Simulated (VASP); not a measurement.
Here is a VASP 6.6.1 calculation.

File INCAR:

```
SYSTEM = LiH
PREC = Accurate ; ENCUT = 520
EDIFF = 1E-7 ; ISMEAR = 0
SIGMA = 0.05 ; LREAL = .False.
LASPH = .True. ; NELM = 60
ALGO = Normal ; ISIF = 2
LWAVE = .False. ; LCHARG = .False.
GGA = PE ; NBANDS = 9
```

Contents of KPOINTS:

```
Automatic mesh
0
Gamma
  10 10 10
  0 0 0
```

POSCAR

```
LiH
1.0
    0.0000000000      1.9512000000      1.9512000000
    1.9512000000      0.0000000000      1.9512000000
    1.9512000000      1.9512000000      0.0000000000
Li H
1 1
Direct
    0.0000000000      0.0000000000      0.0000000000
    0.5000000000      0.5000000000      0.5000000000
```

Potentials or basis: VASP PAW PBE potentials, release 64 (Li_sv, H).

Command:

```bash
$ cat potpaw_PBE.64/Li_sv/POTCAR potpaw_PBE.64/H/POTCAR > POTCAR
$ mpirun -np 1 vasp_std > vasp.out
```

Task: Predict the band gap on the k mesh.

Result: 2.91 eV.

Caveat: the cell differs from its parent crystal (strain -0.040 along x and y, -0.040 along z). A k mesh can miss the band edges.
